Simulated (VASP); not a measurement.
Here is a VASP 6.6.1 calculation.

File INCAR:

```
SYSTEM = TaN
ALGO = Normal
EDIFF = 1E-6
ENCUT = 520
GGA = PE
ISIF = 2
ISMEAR = -1
ISYM = 0
LASPH = .TRUE.
LCHARG = .TRUE.
LELF = .TRUE.
LREAL = Auto
LVHAR = .TRUE.
LWAVE = .FALSE.
NBANDS = 78
NELM = 60
PREC = Accurate
SIGMA = 0.2482
```

KPOINTS

```
Automatic mesh
0
Gamma
  1 1 1
  0.25 0.25 0.25
```

The input POSCAR:

```
TaN
1.0
    5.9152850000      0.1408810000      0.0440940000
    0.1408810000      5.6478040000     -0.2198280000
    0.0440940000     -0.2198280000      5.5198490000
Ta N
8 8
Direct
    0.4541287738      0.2099003954      0.2057399813
    0.1988598136      0.3404024274      0.7425339824
    0.5761432444      0.8853521168      0.8430221053
    0.4981886713      0.6678652129      0.3121401224
    0.9192976779      0.3733989050      0.2160707698
    1.0044413810      0.8572512785      0.2162550091
    0.0461872541      0.7529858276      0.7319098381
    0.6684281068      0.2890597411      0.6705951115
    0.9900747955      0.0893877981      0.5768896183
    0.7657680636      0.6103497562     -0.0577635024
    0.8080889675      0.6772184118      0.4158671178
    0.2553529064      0.9634959962     -0.0286546123
    0.2199408904      0.5035934788      0.1202929416
    0.7545538388      0.1275333118      0.0660855208
    0.4284224429      0.0410874498      0.5001521441
    0.4065196277      0.5323879459      0.5799473321
```

Potentials or basis: VASP PAW PBE potentials, release 64 (Ta_pv, N).

Launch:

```bash
$ cat potpaw_PBE.64/Ta_pv/POTCAR potpaw_PBE.64/N/POTCAR > POTCAR
$ mpirun -np 1 vasp_std > vasp.out
```

Q: Predict the pressure.

A: 23.8 GPa.

Q: Predict the band gap on the k mesh.

A: 0.32 eV.

Q: Estimate the largest force.

A: 7.915 eV/Å.

Forces on the atoms (eV/Å):
```
Ta  -3.950 -1.178  0.747
Ta   1.134 -7.621  1.812
Ta  -2.824 -0.528 -3.080
Ta  -0.388  4.232 -3.385
Ta   1.027  0.518  1.753
Ta   0.185  1.768  0.071
Ta  -0.005  2.936 -2.776
Ta   3.573  0.619  1.009
N   -1.281  0.695 -2.015
N    1.338 -0.173  0.963
N    1.185  0.050  3.121
N   -0.581  0.625  0.244
N    0.856  1.379 -1.267
N    0.045 -2.908 -2.993
N    1.838 -0.064  1.710
N   -2.152 -0.349  4.089
```

Caveat: the k points lie up to 1.14 Å⁻¹ apart; spin-orbit coupling is left out, which moves the levels of the heavy elements.
